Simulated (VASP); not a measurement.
# InAgTe2 (I-42d) in VASP: relaxation of cell and atoms with PBEsol

Aim: the relaxation of cell and atoms of InAgTe2 with PBEsol.

Everything below comes from runs of VASP 6.6.1. Logs are shortened: lines on timing, memory, paths and dates and some standing lists are left out, and cuts for length are marked.

### 1 The cell of the first run

Symmetry: I-42d, No. 122, tetragonal system. Conventional cell: a = 6.569 Å, b = 6.569 Å, c = 12.998 Å, α = 90.00°, β = 90.00°, γ = 90.00°. Within 3.8 Å of In (site symmetry -4) lie 4 Te at 2.86 Å. Within 3.7 Å of Ag (site symmetry -4) lie 4 Te at 2.81 Å. Te (site symmetry 2) has 2 Ag at 2.81 Å and 2 In at 2.86 Å within 3.7 Å.

### 2 Relaxation of cell and atoms, PBEsol

Contents of INCAR:

```
  ALGO = Normal
  EDIFF = 1E-7
  EDIFFG = -0.005
  ENCUT = 500
  GGA = PS
  GGA_COMPAT = False
  IBRION = 2
  ISIF = 3
  ISMEAR = 0
  KPAR = 4
  LASPH = True
  LCHARG = False
  LREAL = False
  LWAVE = False
  NELM = 120
  NELMIN = 4
  NSW = 70
  PREC = Accurate
  SIGMA = 0.1
```

Contents of KPOINTS:

```
k-points
0
Gamma
  8 8 8
```

Contents of POSCAR:

```
InAgTe2
1.0
   -3.2846811222      3.2846811222      6.4987725062
    3.2846811222     -3.2846811222      6.4987725062
    3.2846811222      3.2846811222     -6.4987725062
In Ag Te
2 2 4
Direct
    0.5000000000      0.5000000000      0.0000000000
    0.2500000000      0.7500000000      0.5000000000
    0.0000000000      0.0000000000      0.0000000000
    0.7500000000      0.2500000000      0.5000000000
    0.3750000000      0.3694267736      0.4944267736
    0.6305732264      0.1250000000      1.0055732264
    0.8750000000      0.8805732264      0.5055732264
    0.1194267736      0.6250000000     -0.0055732264
```

Potentials or basis: VASP PAW PBE potentials, release 64 (In_d, Ag, Te).

On the command line:

```
$ cat potpaw_PBE.64/In_d/POTCAR potpaw_PBE.64/Ag/POTCAR potpaw_PBE.64/Te/POTCAR > POTCAR
$ mpirun -np 4 vasp_std > vasp.out
```

OUTCAR:

```text
EDIFF = 1E-7
   EDIFFG = -0.005
   ENCUT = 500
   GGA = PS
   IBRION = 2
   ISIF = 3
   ISMEAR = 0
   LASPH = True
   LREAL = False
   NELM = 120
   NELMIN = 4
   NSW = 70
   PREC = Accurate

 ion  position               nearest neighbor table
   1  0.500  0.500  0.000-   5 2.86   6 2.86   8 2.86   7 2.86
   2  0.250  0.750  0.500-   8 2.86   5 2.86   7 2.86   6 2.86
   3  0.000  0.000  0.000-   8 2.81   7 2.81   6 2.81   5 2.81
   4  0.750  0.250  0.500-   5 2.81   6 2.81   7 2.81   8 2.81
   5  0.375  0.369  0.494-   4 2.81   3 2.81   1 2.86   2 2.86
   6  0.631  0.125  0.006-   3 2.81   4 2.81   1 2.86   2 2.86
   7  0.875  0.881  0.506-   3 2.81   4 2.81   2 2.86   1 2.86
   8  0.119  0.625  0.994-   3 2.81   4 2.81   2 2.86   1 2.86

  LATTYP: Found a body centered tetragonal cell.
 ALAT       =     6.5693622444
 C/A-ratio  =     1.9785094091

  Lattice vectors:

 A1 = (  -3.2846811222,   3.2846811222,   6.4987725062)
 A2 = (   3.2846811222,  -3.2846811222,   6.4987725062)
 A3 = (   3.2846811222,   3.2846811222,  -6.4987725062)

Analysis of symmetry for initial positions (statically):
=====================================================================
 Subroutine PRICEL returns:
 Original cell was already a primitive cell.

 Routine SETGRP: Setting up the symmetry group for a
 body centered tetragonal supercell.

 Subroutine GETGRP returns: Found  8 space group operations
 (whereof  4 operations were pure point group operations)
 out of a pool of 16 trial point group operations.

The static configuration has the point symmetry S_4 .
 The point group associated with its full space group is D_2d.

Analysis of symmetry for dynamics (positions and initial velocities):
=====================================================================
 Subroutine PRICEL returns:
 Original cell was already a primitive cell.

 Routine SETGRP: Setting up the symmetry group for a
 body centered tetragonal supercell.

 Subroutine GETGRP returns: Found  8 space group operations
 (whereof  4 operations were pure point group operations)
 out of a pool of 16 trial point group operations.

The dynamic configuration has the point symmetry S_4 .
 The point group associated with its full space group is D_2d.

 Subroutine INISYM returns: Found  8 space group operations
 (whereof  4 operations are pure point group operations),
 and found     1 'primitive' translations

----------------------------------------------------------------------------------------

                                     Primitive cell

  volume of cell :     280.4644

  direct lattice vectors                    reciprocal lattice vectors
    -3.284681122  3.284681122  6.498772506     0.000000000  0.152221778  0.076937606
     3.284681122 -3.284681122  6.498772506     0.152221778  0.000000000  0.076937606
     3.284681122  3.284681122 -6.498772506     0.152221778  0.152221778  0.000000000

  length of vectors
     7.988260401  7.988260401  7.988260401     0.170560444  0.170560444  0.215274103

  position of ions in fractional coordinates (direct lattice)
     0.500000000  0.500000000  0.000000000
     0.250000000  0.750000000  0.500000000
     0.000000000  0.000000000  0.000000000
     0.750000000  0.250000000  0.500000000
     0.375000000  0.369426774  0.494426774
     0.630573226  0.125000000  0.005573226
     0.875000000  0.880573226  0.505573226
     0.119426774  0.625000000  0.994426774

  ion indices of the primitive-cell ions
   primitive index   ion index
                 1           1
                 2           2
                 3           3
                 4           4
                 5           5
                 6           6
                 7           7
                 8           8

----------------------------------------------------------------------------------------

 KPOINTS: k-points

Automatic generation of k-mesh.
 Grid dimensions read from file:
 generate k-points for:    8    8    8

 Generating k-lattice:

  Cartesian coordinates                     Fractional coordinates (reciprocal lattice)
     0.000000000  0.019027722  0.009617201     0.125000000  0.000000000  0.000000000
     0.019027722  0.000000000  0.009617201     0.000000000  0.125000000  0.000000000
     0.019027722  0.019027722  0.000000000     0.000000000  0.000000000  0.125000000

  Length of vectors
     0.021320055  0.021320055  0.026909263

  Shift w.r.t. Gamma in fractional coordinates (k-lattice)
     0.000000000  0.000000000  0.000000000

 Subroutine IBZKPT returns following result:
 ===========================================

 Found     59 irreducible k-points:

 Following reciprocal coordinates:
            Coordinates               Weight
  0.000000  0.000000  0.000000      1.000000
  0.125000  0.000000 -0.000000      8.000000
  0.250000  0.000000 -0.000000      8.000000
  0.375000 -0.000000  0.000000      8.000000
  0.500000  0.000000 -0.000000      4.000000
  0.125000  0.125000 -0.000000      8.000000
[... 16 lines left out ...]
  0.250000  0.125000  0.125000     16.000000
  0.375000  0.125000  0.125000      8.000000
 [... further k-points ...]
   k-points           NKPTS =     59   k-points in BZ     NKDIM =     59   number of bands    NBANDS=     43
   number of dos      NEDOS =    301   number of ions     NIONS =      8
   total plane-waves  NPLWV = 216000
   dimension x,y,z NGX =    60 NGY =   60 NGZ =   60
   dimension x,y,z NGXF=   120 NGYF=  120 NGZF=  120
   ions per type =               2   2   4
   NGX,Y,Z   is equivalent  to a cutoff of  12.49, 12.49, 12.49 a.u.
   NGXF,Y,Z  is equivalent  to a cutoff of  24.97, 24.97, 24.97 a.u.
 SYSTEM =  unknown system
   PREC   = accura    normal or accurate (medium, high low for compatibility)
   ISTART =      0    job   : 0-new  1-cont  2-samecut
   ICHARG =      2    charge: 1-file 2-atom 10-const
   ISPIN  =      1    spin polarized calculation?
   LNONCOLLINEAR =      F non collinear calculations
   LSORBIT =      F    spin-orbit coupling
   LASPH  =      T    aspherical Exc in radial PAW
   ENCUT  =  500.0 eV  36.75 Ry    6.06 a.u.  14.56 14.56 14.56*2*pi/ulx,y,z
   NELM   =    120;   NELMIN=  4; NELMDL= -5     # of ELM steps
   EDIFF  = 0.1E-06   stopping-criterion for ELM
   LREAL  =      F    real-space projection
   EDIFFG = -.5E-02   stopping-criterion for IOM
   NSW    =     70    number of steps for IOM
   IBRION =      2    ionic relax: 0-MD 1-quasi-New 2-CG
   NFREE  =      1    steps in history (QN), initial steepest desc. (CG)
   ISIF   =      3    stress and relaxation
   ISYM   =      2    0-nonsym 1-usesym 2-fastsym
   POTIM  = 0.5000    time-step for ionic-motion
   TEBEG  =    0.0;   TEEND  =   0.0 temperature during run
   PSTRESS=    0.0 pullay stress
   NELECT =      72.0000    total number of electrons
   NUPDOWN=      -1.0000    fix difference up-down
   EMIN   =  10.00;   EMAX   =-10.00  energy-range for DOS
   EFERMI =   0.00;   METHOD = LEGACY
   ISMEAR =     0;   SIGMA  =   0.10  broadening in eV -4-tet -1-fermi 0-gaus
   EFERMI_NEDOS =   21; number of points for ismear=-14 and -15
   IALGO  =     38    algorithm
   IMIX   =      4    mixing-type and parameters
     AMIX     =   0.40;   BMIX     =  1.00
     AMIX_MAG =   1.60;   BMIX_MAG =  1.00
  volume/ion in A,a.u.               =      35.06       236.58
  Fermi-wavevector in a.u.,A,eV,Ry     =   1.040462  1.966189 14.729152  1.082562
  Thomas-Fermi vector in A             =   2.175039
   LORBIT       =      0    0 simple, 1 ext, 2 COOP (PROOUT), +10 PAW based schemes
   GGA     = PS    functional components
   LHFCALC =     F    Hartree Fock is set to
   AEXX    =    0.0000 exact exchange contribution
   IVDW    =     0    specifies the selected vdW correction
   LEPSILON=     F    determine dielectric tensor
   LRPA    =     F    only Hartree local field effects (RPA)
 conjugate gradient relaxation of ions
 non-spin polarized calculation
 Gauss-broadening in eV      SIGMA  =   0.10
  energy-cutoff  :      500.00
  volume of cell :      280.46
 maximum number of plane-waves:      7150
 NGX is ok and might be reduce to    60
   NGX = 29   NGY = 29   NGZ = 29

--------------------------------------- Ionic step        1  -------------------------------------------

 number of electron      72.0000000 magnetization

 Free energy of the ion-electron system (eV)
  ---------------------------------------------------
  ext. energy  EPLUGINS =         0.00000000
  ---------------------------------------------------
  free energy    TOTEN  =       -28.34851366 eV

  energy without entropy =      -28.34799909  energy(sigma->0) =      -28.34825637

------------------------ aborting loop because EDIFF is reached ----------------------------------------

  FORCE on cell =-STRESS in cart. coord.  units (eV):
  Direction    XX          YY          ZZ          XY          YZ          ZX
  --------------------------------------------------------------------------------------
  -------------------------------------------------------------------------------------
  Total       -4.0094767     -4.0094767     -3.9495724      0.0000000      0.0000000      0.0000000
  in kB      -22.9044844    -22.9044844    -22.5622760      0.0000000      0.0000000      0.0000000
  external PRESSURE =     -22.7904150 kB  Pullay stress =       0.0000000 kB
[... 107 lines left out ...]
  FREE ENERGIE OF THE ION-ELECTRON SYSTEM (eV)
  ---------------------------------------------------
  free  energy   TOTEN  =       -28.4717950043 eV

  energy  without entropy=      -28.4715192831  energy(sigma->0) =      -28.47165714

[... ionic steps 4 to 7 ...]

--------------------------------------- Ionic step        8  -------------------------------------------

 number of electron      72.0000007 magnetization

------------------------ aborting loop because EDIFF is reached ----------------------------------------
[... 79 lines left out ...]
--------------------------------------- Ionic step       10  -------------------------------------------

 number of electron      72.0000006 magnetization

 Free energy of the ion-electron system (eV)
  ---------------------------------------------------
  ext. energy  EPLUGINS =         0.00000000
  ---------------------------------------------------
  free energy    TOTEN  =       -28.47691141 eV

  energy without entropy =      -28.47656054  energy(sigma->0) =      -28.47673598

 E-fermi :   4.5929     XC(G=0):  -8.9439

 val. band max:        4.5284178062   @ k =   0.0000   0.0000   0.0000
 cond. band min:       4.6058644399   @ k =   0.0000   0.0000   0.0000
 fundamental gap:      0.0774466337
 Fermi energy:         4.5929355795

 k-point     1 :       0.0000    0.0000    0.0000
  band No.  band energies     occupation
      1     -10.2451      2.00000
      2     -10.2401      2.00000
      3     -10.2401      2.00000
      4     -10.1719      2.00000
      5     -10.1565      2.00000
      6     -10.1565      2.00000
[... 1093 lines left out ...]
     42       8.3380      0.00000
     43       8.4498      0.00000

 [... further k-points ...]

------------------------ aborting loop because EDIFF is reached ----------------------------------------

  FORCE on cell =-STRESS in cart. coord.  units (eV):
  Direction    XX          YY          ZZ          XY          YZ          ZX
  --------------------------------------------------------------------------------------
  -------------------------------------------------------------------------------------
  Total       -0.0100405     -0.0100405     -0.0085891      0.0000000      0.0000000      0.0000000
  in kB       -0.0609390     -0.0609390     -0.0521298      0.0000000      0.0000000      0.0000000
  external PRESSURE =      -0.0580026 kB  Pullay stress =       0.0000000 kB
[... 23 lines left out ...]
  FREE ENERGIE OF THE ION-ELECTRON SYSTEM (eV)
  ---------------------------------------------------
  free  energy   TOTEN  =       -28.4769114099 eV

  energy  without entropy=      -28.4765605432  energy(sigma->0) =      -28.47673598

 reached required accuracy - stopping structural energy minimisation
```

It took 27 min on 4 MPI ranks of Intel Xeon Platinum 8375C at 2.90GHz (Ice Lake), shared host; peak memory 0.97 GiB.

Results:

```
Free energy                           : -28.4769 eV
Relaxed volume                        : 33.00 Å³/atom
Relaxed cell                          : a = 7.838 Å, b = 7.838 Å, c = 7.838 Å, α = 131.56°, β = 131.56°, γ = 70.92°
Space group after relaxing (to 0.1 Å) : I-42d (No. 122)
Energy gained by relaxing             : 16.0 meV/atom
Ionic steps                           : 10
Pressure after relaxing               : 0.0 GPa
Band gap on the k mesh                : 0.08 eV
```

The path:
```
step  energy change (eV)  largest force (eV/Å)  pressure (GPa)  volume (Å³)
   1              0.0000                0.0625           -2.28       280.46
   2             -0.1167                0.1474            0.62       260.71
   3             -0.1233                0.1317            0.02       264.17
   4             -0.1232                0.1303           -0.04       264.49
   5             -0.1259                0.0891           -0.03       264.37
   6             -0.1283                0.0007           -0.03       264.12
   7             -0.1283                0.0007            0.03       263.81
   8             -0.1283                0.0006            0.02       263.83
   9             -0.1284                0.0009            0.01       263.89
  10             -0.1284                0.0012           -0.01       263.98
```

Final structure:
```yaml
crystal:
  lattice:
    - [-3.21515, 3.21515, 6.38425]
    - [3.21515, -3.21515, 6.38425]
    - [3.21515, 3.21515, -6.38425]
  atoms:
    - { symbol: In, position: [0.50000, 0.50000, 0.00000] }
    - { symbol: In, position: [0.25000, 0.75000, 0.50000] }
    - { symbol: Ag, position: [0.00000, 0.00000, 0.00000] }
    - { symbol: Ag, position: [0.75000, 0.25000, 0.50000] }
    - { symbol: Te, position: [0.37500, 0.36605, 0.49105] }
    - { symbol: Te, position: [0.63395, 0.12500, 0.00895] }
    - { symbol: Te, position: [0.87500, 0.88395, 0.50895] }
    - { symbol: Te, position: [0.11605, 0.62500, 0.99105] }
```

Levels at points of the mesh, in eV from the valence-band top:
```csv
k point,band 34,band 35,band 36,band 37,band 38,band 39
"(0.00, 0.00, 0.00)",-0.07,-0.07,0.00,0.08,1.81,1.92
"(0.50, 0.00, 0.00)",-1.37,-1.28,-0.66,1.76,2.08,2.83
"(0.50, 0.50, 0.00)",-0.95,-0.57,-0.57,0.86,0.86,2.83
"(0.50, 0.50, 0.50)",-1.34,-1.03,-1.03,1.47,1.47,1.91
```

Caveat: semilocal functionals underestimate gaps, and a narrow one can read as zero; the PAW data sets were made with another functional, which shifts forces and pressure a little; spin-orbit coupling is left out, which moves the levels of the heavy elements.
